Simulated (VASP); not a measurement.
# Mg32O30F (a cell with a defect) in VASP: single point with PBE

Aim: the single point of Mg32O30F (a cell with a defect) with PBE.

Program: VASP 6.6.1. These are calculated values, not measurements. Logs are shortened: lines on timing, memory, paths and dates and some standing lists are left out, and cuts for length are marked.

### Step 1. The cell of the first run

The cell holds a defect, 63 atoms: a = 8.606 Å, b = 8.606 Å, c = 8.606 Å, α = 90.00°, β = 90.00°, γ = 90.00°.

### Step 2. Single point, PBE

Contents of INCAR:

```
SYSTEM = Mg32O30F
PREC = Accurate ; ENCUT = 520
EDIFF = 1E-7 ; ISMEAR = 0
SIGMA = 0.02 ; LREAL = Auto
LASPH = .True. ; NELM = 100
ALGO = Normal ; ISIF = 2
LWAVE = .False. ; LCHARG = .False.
GGA = PE ; NELECT = 250.0
NBANDS = 162
```

Contents of KPOINTS:

```
Automatic mesh
0
Gamma
  1 1 1
  0 0 0
```

Contents of POSCAR:

```
Mg32O30F
1.0
    8.6060000000      0.0000000000      0.0000000000
    0.0000000000      8.6060000000      0.0000000000
    0.0000000000      0.0000000000      8.6060000000
Mg O F
32 30 1
Direct
    0.5026871950     -0.0000671624     -0.0109164536
    0.7491996282      0.2511357193      0.0007473855
    0.7608716012     -0.0000646061      0.2472514525
   -0.0054716477     -0.0000983035     -0.0056159656
    0.2496096909      0.2540745991     -0.0013336045
    0.5002390193      0.5000565884     -0.0004450383
    0.7491847548      0.7487784104      0.0007583082
    0.2241242157      0.0003663723      0.2239712991
    0.4976141064      0.2597507553      0.2523125726
    0.7503858936      0.5000539159      0.2497086916
    0.5259793168      0.0003709040      0.5258277946
    0.7512689984      0.2540729723      0.5003337207
    0.7555406693     -0.0001001627      0.7553977458
   -0.0012335580      0.5000180107     -0.0013843830
    0.2496310713      0.7460140600     -0.0011138740
   -0.0011825471      0.2540772717      0.2494575877
    0.2468346502      0.4999474785      0.2466858006
    0.4974676970      0.7401914943      0.2524552638
   -0.0107595863     -0.0000663491      0.5025411341
    0.2524611899      0.2597461074      0.4974657216
    0.5032507553      0.4999485243      0.5031010923
    0.7510528701      0.7460142924      0.5003139670
    0.2473968162     -0.0000650709      0.7607147339
    0.5004855914      0.2540765745      0.7511175924
    0.7513313967      0.5000197537      0.7511803393
   -0.0009631652      0.7460110388      0.2494798977
   -0.0002959563      0.5000547293      0.5000914478
    0.2526015571      0.7401952126      0.4973202417
    0.0008947246      0.2511329305      0.7490528701
    0.2498564955      0.5000537997      0.7502362305
    0.5004661864      0.7460111550      0.7509003021
    0.0009047176      0.7487806182      0.7490374158
    0.7471568673      0.2472825935      0.2511381594
   -0.0019158726      0.4999693237      0.2498465024
    0.0029255171      0.2472680688      0.4986516384
    0.2473537067      0.2517120614      0.2472046247
    0.4992966535      0.4998930978      0.2506141064
    0.7470729723      0.7526220079      0.2511385080
   -0.0028777597     -0.0001297932      0.2497914246
    0.5027504067      0.2517504067      0.5025992331
    0.7520395073      0.4999664188      0.4999309784
    0.0030068557      0.7526359517      0.4986552405
    0.7504207530      0.2490812224      0.7502741111
    0.0009965141      0.4999682779      0.7489607251
   -0.0003194283      0.2490632117     -0.0004696723
    0.2474298164      0.7480577504      0.2472801534
    0.2507634209      0.4998930978      0.4991485010
    0.5026766210      0.7480111550      0.5025254474
    0.7529676970     -0.0001270044      0.5000196375
    0.2512891006      0.2472809668      0.7470067395
    0.5000807576      0.4999672322      0.7518899605
    0.7504283058      0.7508173367      0.7502791076
    0.0010626307     -0.0000378805      0.7488846154
    0.4987989775      0.2472657448      0.0027792238
    0.7491072508      0.4999687427      0.0008485940
   -0.0003267488      0.7508347664     -0.0004762956
    0.2512874739      0.7526238671      0.7469227283
    0.5001834766     -0.0001282826      0.7528155938
    0.2499979084      0.4999694399     -0.0020672786
    0.4988035092      0.7526374622      0.0028597490
    0.7490271903     -0.0000386939      0.0009228445
    0.2499496863     -0.0001302580     -0.0030313735
    0.3750455496     -0.0002463398      0.3749065768
```

Potentials or basis: VASP PAW PBE potentials, release 64 (Mg, O, F).

Started as:

```sh
$ cat potpaw_PBE.64/Mg/POTCAR potpaw_PBE.64/O/POTCAR potpaw_PBE.64/F/POTCAR > POTCAR
$ mpirun -np 1 vasp_gam > vasp.out
```

OUTCAR:

```text
SYSTEM = Mg32O30F
   PREC = Accurate
   ENCUT = 520
   EDIFF = 1E-7
   ISMEAR = 0
   LREAL = Auto
   LASPH = .True.
   NELM = 100
   ISIF = 2
   GGA = PE
   NELECT = 250.0

 ion  position               nearest neighbor table
   1  0.503  1.000  0.989-  58 2.03  61 2.12  60 2.13  54 2.13  62 2.18  23 2.95  13 2.96  31 3.00
                            24 3.00   7 3.03   2 3.03  15 3.09   5 3.09   8 3.14   3 3.14   9 3.18
   2  0.749  0.251  0.001-  55 2.14  33 2.16  54 2.16  43 2.16  45 2.16  61 2.16   4 3.02  13 3.02
                            10 3.03   6 3.03   3 3.03   1 3.03  16 3.03  24 3.03  14 3.03  25 3.03
   3  0.761  1.000  0.247-  39 2.03  61 2.12  38 2.13  33 2.13  49 2.18  19 2.95   4 2.96  26 3.00
                            16 3.00   7 3.03   2 3.03  22 3.09  12 3.09  11 3.14   1 3.14   9 3.18
   4  0.995  1.000  0.994-  53 2.11  61 2.11  56 2.14  45 2.15  39 2.20  62 2.20   8 2.79  13 2.91
                             3 2.96  23 2.96   7 3.02  32 3.02  29 3.02   2 3.02  26 3.10  15 3.10
   5  0.250  0.254  0.999-  59 2.12  36 2.14  54 2.15  45 2.15  50 2.17  62 2.19   8 2.93  23 3.00
                            17 3.01  30 3.01   6 3.02  14 3.02  29 3.03  24 3.03  16 3.05   9 3.05
   6  0.500  0.500  1.000-  51 2.13  55 2.14  59 2.15  37 2.16  60 2.17  54 2.18  18 3.00   9 3.00
                            24 3.01  31 3.01  15 3.02   5 3.02   7 3.03   2 3.03  25 3.04  30 3.04
   7  0.749  0.749  0.001-  55 2.14  38 2.16  60 2.16  52 2.16  56 2.16  61 2.16   4 3.02  13 3.02
                             6 3.03  10 3.03   3 3.03   1 3.03  25 3.03  14 3.03  26 3.03  31 3.03
   8  0.224  0.000  0.224-  63 1.84  39 1.97  62 1.97  36 2.18  46 2.19   4 2.79   5 2.93  16 2.93
                            15 2.93  26 2.93   1 3.14  19 3.14  20 3.25   9 3.25  18 3.26  28 3.26
   9  0.498  0.260  0.252-  37 2.07  54 2.15  33 2.15  36 2.16  40 2.16  63 2.69  20 2.98  17 2.99
[... 76 lines left out ...]
  62  0.250  1.000  0.997-   8 1.97  23 2.03   1 2.18  15 2.18   5 2.19   4 2.20
  63  0.375  1.000  0.375-  11 1.84   8 1.84  28 2.69  18 2.69  20 2.69   9 2.69

  LATTYP: Found a simple cubic cell.
 ALAT       =     8.6060000000

  Lattice vectors:

 A1 = (   8.6060000000,   0.0000000000,   0.0000000000)
 A2 = (   0.0000000000,   8.6060000000,   0.0000000000)
 A3 = (   0.0000000000,   0.0000000000,   8.6060000000)

Analysis of symmetry for initial positions (statically):
=====================================================================
 Subroutine PRICEL returns:
 Original cell was already a primitive cell.

 Routine SETGRP: Setting up the symmetry group for a
 simple cubic supercell.

 Subroutine GETGRP returns: Found  1 space group operations
 (whereof  1 operations were pure point group operations)
 out of a pool of 48 trial point group operations.

The static configuration has the point symmetry C_1 .

Analysis of symmetry for dynamics (positions and initial velocities):
=====================================================================
 Subroutine PRICEL returns:
 Original cell was already a primitive cell.

 Routine SETGRP: Setting up the symmetry group for a
 simple cubic supercell.

 Subroutine GETGRP returns: Found  1 space group operations
 (whereof  1 operations were pure point group operations)
 out of a pool of 48 trial point group operations.

The dynamic configuration has the point symmetry C_1 .

 Subroutine INISYM returns: Found  1 space group operations
 (whereof  1 operations are pure point group operations),
 and found     1 'primitive' translations

----------------------------------------------------------------------------------------

                                     Primitive cell

  volume of cell :     637.3882

  direct lattice vectors                    reciprocal lattice vectors
     8.606000000  0.000000000  0.000000000     0.116198001  0.000000000  0.000000000
     0.000000000  8.606000000  0.000000000     0.000000000  0.116198001  0.000000000
     0.000000000  0.000000000  8.606000000     0.000000000  0.000000000  0.116198001

  length of vectors
     8.606000000  8.606000000  8.606000000     0.116198001  0.116198001  0.116198001

  position of ions in fractional coordinates (direct lattice)
     0.502687195  0.999932838  0.989083546
     0.749199628  0.251135719  0.000747385
     0.760871601  0.999935394  0.247251453
     0.994528352  0.999901696  0.994384034
     0.249609691  0.254074599  0.998666396
     0.500239019  0.500056588  0.999554962
[... 55 lines left out ...]
     0.249949686  0.999869742  0.996968626
     0.375045550  0.999753660  0.374906577

  ion indices of the primitive-cell ions
[... 79 lines left out ...]

  Length of vectors
     0.116198001  0.116198001  0.116198001

  Shift w.r.t. Gamma in fractional coordinates (k-lattice)
     0.000000000  0.000000000  0.000000000

 Subroutine IBZKPT returns following result:
 ===========================================

 Found      1 irreducible k-points:

 Following reciprocal coordinates:
            Coordinates               Weight
  0.000000  0.000000  0.000000      1.000000
   k-points           NKPTS =      1   k-points in BZ     NKDIM =      1   number of bands    NBANDS=    162
   number of dos      NEDOS =    301   number of ions     NIONS =     63
   total plane-waves  NPLWV = 262144
   dimension x,y,z NGX =    64 NGY =   64 NGZ =   64
   dimension x,y,z NGXF=   128 NGYF=  128 NGZF=  128
   ions per type =              32  30   1
   NGX,Y,Z   is equivalent  to a cutoff of  12.36, 12.36, 12.36 a.u.
   NGXF,Y,Z  is equivalent  to a cutoff of  24.73, 24.73, 24.73 a.u.
 SYSTEM =  Mg32O30F
   PREC   = accura    normal or accurate (medium, high low for compatibility)
   ISTART =      0    job   : 0-new  1-cont  2-samecut
   ICHARG =      2    charge: 1-file 2-atom 10-const
   ISPIN  =      1    spin polarized calculation?
   LNONCOLLINEAR =      F non collinear calculations
   LSORBIT =      F    spin-orbit coupling
   LASPH  =      T    aspherical Exc in radial PAW
   ENCUT  =  520.0 eV  38.22 Ry    6.18 a.u.  16.00 16.00 16.00*2*pi/ulx,y,z
   NELM   =    100;   NELMIN=  2; NELMDL= -5     # of ELM steps
   EDIFF  = 0.1E-06   stopping-criterion for ELM
   LREAL  =      T    real-space projection
   EDIFFG = 0.1E-05   stopping-criterion for IOM
   NSW    =      0    number of steps for IOM
   IBRION =     -1    ionic relax: 0-MD 1-quasi-New 2-CG
   NFREE  =      0    steps in history (QN), initial steepest desc. (CG)
   ISIF   =      2    stress and relaxation
   ISYM   =      2    0-nonsym 1-usesym 2-fastsym
   POTIM  = 0.5000    time-step for ionic-motion
   TEBEG  =    0.0;   TEEND  =   0.0 temperature during run
   PSTRESS=    0.0 pullay stress
   NELECT =     250.0000    total number of electrons
   NUPDOWN=      -1.0000    fix difference up-down
   EMIN   =  10.00;   EMAX   =-10.00  energy-range for DOS
   EFERMI =   0.00;   METHOD = LEGACY
   ISMEAR =     0;   SIGMA  =   0.02  broadening in eV -4-tet -1-fermi 0-gaus
   EFERMI_NEDOS =   21; number of points for ismear=-14 and -15
   IALGO  =     38    algorithm
   IMIX   =      4    mixing-type and parameters
     AMIX     =   0.40;   BMIX     =  1.00
     AMIX_MAG =   1.60;   BMIX_MAG =  1.00
  volume/ion in A,a.u.               =      10.12        68.27
  Fermi-wavevector in a.u.,A,eV,Ry     =   1.198359  2.264570 19.538830  1.436064
  Thomas-Fermi vector in A             =   2.334250
   LORBIT       =      0    0 simple, 1 ext, 2 COOP (PROOUT), +10 PAW based schemes
   GGA     = PE    functional components
   LHFCALC =     F    Hartree Fock is set to
   AEXX    =    0.0000 exact exchange contribution
   IVDW    =     0    specifies the selected vdW correction
   LEPSILON=     F    determine dielectric tensor
   LRPA    =     F    only Hartree local field effects (RPA)
 non-spin polarized calculation
 Gauss-broadening in eV      SIGMA  =   0.02
  energy-cutoff  :      520.00
  volume of cell :      637.39
 maximum number of plane-waves:      8539
   NGX = 33   NGY = 33   NGZ = 33

 number of electron     249.9999904 magnetization

 Free energy of the ion-electron system (eV)
  ---------------------------------------------------
  ext. energy  EPLUGINS =         0.00000000
  ---------------------------------------------------
  free energy    TOTEN  =      -368.92204539 eV

  energy without entropy =     -368.92204539  energy(sigma->0) =     -368.92204539

 E-fermi :   5.4653     XC(G=0): -10.6871

 val. band max:        5.3014299043   @ k =   0.0000   0.0000   0.0000
 cond. band min:       6.5874217038   @ k =   0.0000   0.0000   0.0000
 fundamental gap:      1.2859917996
 Fermi energy:         5.4653119706

 k-point     1 :       0.0000    0.0000    0.0000
  band No.  band energies     occupation
      1     -20.3209      2.00000
      2     -14.2794      2.00000
      3     -13.7844      2.00000
      4     -13.7606      2.00000
      5     -13.7547      2.00000
      6     -13.5911      2.00000
[... 129 lines left out ...]
    136      10.2294      0.00000
    137      10.5477      0.00000
 [bands above 137 left out]

------------------------ aborting loop because EDIFF is reached ----------------------------------------

  FORCE on cell =-STRESS in cart. coord.  units (eV):
  Direction    XX          YY          ZZ          XY          YZ          ZX
  --------------------------------------------------------------------------------------
  -------------------------------------------------------------------------------------
  Total      -12.6119030    -15.6857867    -12.6126398      0.0016900     -0.0017369      3.2668036
  in kB      -31.7020379    -39.4287368    -31.7038899      0.0042481     -0.0043659      8.2116340
  external PRESSURE =     -34.2782215 kB  Pullay stress =       0.0000000 kB

 VOLUME and BASIS-vectors are now :
 -----------------------------------------------------------------------------
  energy-cutoff  :      520.00
  volume of cell :      637.39
      direct lattice vectors                 reciprocal lattice vectors
     8.606000000  0.000000000  0.000000000     0.116198001  0.000000000  0.000000000
     0.000000000  8.606000000  0.000000000     0.000000000  0.116198001  0.000000000
     0.000000000  0.000000000  8.606000000     0.000000000  0.000000000  0.116198001

 POSITION                                       TOTAL-FORCE (eV/Angst)
 -----------------------------------------------------------------------------------
      4.32613      8.60542      8.51205        -0.001554     -0.001433     -0.013272
      6.44761      2.16127      0.00643        -0.000496      0.005592     -0.000732
      6.54806      8.60544      2.12785         0.012085     -0.001757      0.001917
      8.55891      8.60515      8.55767        -0.001628      0.002543     -0.001612
      2.14814      2.18657      8.59452        -0.001995     -0.001885      0.001559
      4.30506      4.30349      8.60217         0.001418     -0.001541      0.005261
[... 55 lines left out ...]
      2.15107      8.60488      8.57991         0.005271      0.006038      0.011908
      3.22764      8.60388      3.22645        -0.000720      0.005273      0.003022
 -----------------------------------------------------------------------------------
    total drift:                               -0.001792      0.011405      0.010960

  FREE ENERGIE OF THE ION-ELECTRON SYSTEM (eV)
  ---------------------------------------------------
  free  energy   TOTEN  =      -368.9220453898 eV

  energy  without entropy=     -368.9220453898  energy(sigma->0) =     -368.92204539
```

Wall time 6 min (1 thread of Intel Xeon 8259CL, shared host); peak memory 0.57 GiB.

What came out:

```
Free energy   : -368.9220 eV
Largest force : 0.018 eV/Å
```

Forces on the atoms (eV/Å):
```
Mg  -0.002 -0.001 -0.013
Mg   0.000  0.006 -0.001
Mg   0.012 -0.002  0.002
Mg  -0.002  0.003 -0.002
Mg  -0.002 -0.002  0.002
Mg   0.001 -0.002  0.005
Mg  -0.003 -0.005  0.002
Mg  -0.005 -0.010 -0.005
Mg  -0.002  0.018  0.002
Mg  -0.006 -0.001 -0.002
Mg   0.003 -0.010  0.003
Mg  -0.001 -0.001  0.002
Mg   0.003  0.003  0.003
Mg  -0.003 -0.002 -0.003
Mg   0.000 -0.006 -0.006
Mg   0.002 -0.002 -0.002
Mg   0.005 -0.002  0.004
Mg   0.002 -0.017 -0.001
Mg  -0.014 -0.001 -0.002
Mg   0.003  0.018 -0.002
Mg  -0.004 -0.002 -0.005
Mg   0.006 -0.006  0.000
Mg   0.003 -0.001  0.012
Mg   0.002 -0.001 -0.001
Mg   0.003 -0.003  0.002
Mg  -0.006 -0.005  0.000
Mg   0.008 -0.002  0.000
Mg   0.000 -0.017  0.002
Mg   0.000  0.005 -0.001
Mg  -0.001 -0.002 -0.007
Mg   0.000 -0.005  0.006
Mg   0.003 -0.005 -0.003
O    0.003  0.001  0.000
O    0.000  0.001  0.000
O   -0.001  0.001  0.000
O    0.003 -0.005  0.004
O    0.003  0.003 -0.001
O    0.007  0.002  0.000
O    0.011  0.007  0.006
O   -0.004 -0.007 -0.004
O   -0.003  0.001  0.002
O   -0.006  0.001  0.000
O   -0.003  0.000 -0.002
O   -0.007  0.000  0.006
O    0.002  0.001  0.003
O   -0.002  0.008 -0.002
O   -0.002  0.004  0.004
O    0.001  0.011  0.001
O   -0.011  0.006 -0.007
O    0.000 -0.001  0.002
O    0.001  0.001 -0.002
O   -0.003  0.001 -0.003
O   -0.003 -0.001  0.003
O    0.000  0.002 -0.003
O    0.006  0.000 -0.006
O    0.003  0.001  0.003
O    0.000  0.003  0.006
O   -0.008  0.007 -0.009
O   -0.001  0.001  0.001
O    0.000  0.001 -0.007
O    0.002 -0.001 -0.003
O    0.005  0.006  0.012
F   -0.001  0.005  0.003
```

Levels at points of the mesh, in eV from the Fermi level:
```
           k point  band 123  band 124  band 125  band 126  band 127  band 128
(0.00, 0.00, 0.00)     -2.88     -2.87     -0.16      1.12      2.43      3.67
```

Caveat: the k points lie up to 0.73 Å⁻¹ apart; the cell carries a net charge on a neutralising background, which shifts energy and pressure; the cell is charged against a uniform background, so pressure and absolute levels hang on convention.
